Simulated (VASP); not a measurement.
Be:

```xyz
2
Lattice="2.2853 0.0000 0.0000 -1.1426 1.9791 0.0000 0.0000 0.0000 3.5842" Properties=species:S:1:pos:R:3 pbc="T T T"
Be    0.0000    1.3194    0.8961
Be    1.1427    0.6597    2.6882
```

| Quantity | Value |
| --- | --- |
| Program | VASP 6.6.1 |
| Task | relaxation of cell and atoms |
| Functional | PBEsol |
| Potentials or basis | VASP PAW PBE potentials, release 64 (Be) |
| Cutoff | 600 eV |
| k mesh | 11 × 11 × 6 |
| Occupations | gaussian, width 0.05 eV |
| Spin | no spin polarisation |

At the start: pressure -3.6 GPa; volume 8.11 Å³/atom.

Problem. How do energy, volume and symmetry change on relaxing?

Solution. Over 3 steps the energy falls by 3.0 meV/atom and the volume is 7.86 Å³/atom (-3.1 %); space group P6_3/mmc (No. 194, to 0.05 Å).

Step by step:
```
step  energy change (eV)  largest force (eV/Å)  pressure (GPa)  volume (Å³)
   1              0.0000                0.0000           -3.64        16.21
   2             -0.0059                0.0000           -0.54        15.78
   3             -0.0060                0.0000            0.02        15.71
```

Final structure:
```yaml
crystal:
  lattice:
    - [2.25883, 0.00000, 0.00000]
    - [-1.12941, 1.95620, 0.00000]
    - [0.00000, 0.00000, 3.55559]
  atoms:
    - { symbol: Be, position: [0.33333, 0.66667, 0.25000] }
    - { symbol: Be, position: [0.66667, 0.33333, 0.75000] }
```

Caveat: the PAW data sets were made with another functional, which shifts forces and pressure a little.
